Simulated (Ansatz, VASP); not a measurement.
**One calculation of Ge, two programs**

```
CELL_PARAMETERS angstrom
4.79128 0.00000 0.00000
-2.39564 4.14937 0.00000
0.00000 0.00000 2.77225
ATOMIC_POSITIONS crystal
Ge 0.00000 0.00000 0.00000
Ge 0.33333 0.66667 0.50000
Ge 0.66667 0.33333 0.50000
```

Alike in both runs: functional PBEsol; k mesh 12 × 12 × 16; occupations gaussian, width 0.1 eV; no spin polarisation.

Ansatz relaxed the structure, and its values are those at the end. VASP's run is a single point on that final structure, the one shown.

|  | VASP | Ansatz |
| --- | --- | --- |
| version | VASP 6.6.1 | Ansatz 0.2.0 |
| potentials or method | VASP PAW PBE potentials, release 64 (Ge_d), cutoff 520 eV | scalar-relativistic, plane waves, PAW |
| valence electrons in the cell | 42 | 42 |

|  | VASP | Ansatz | Ansatz less VASP |
| --- | --- | --- | --- |
| gap on the k mesh at the Fermi level (eV) | none | none | - |
| pressure (GPa) | 0.0 | 0.0 | -0.05 |

VASP's potentials were made for PBE, not for PBEsol. A gap of «none» marks a metal or a gap that the smearing closes.
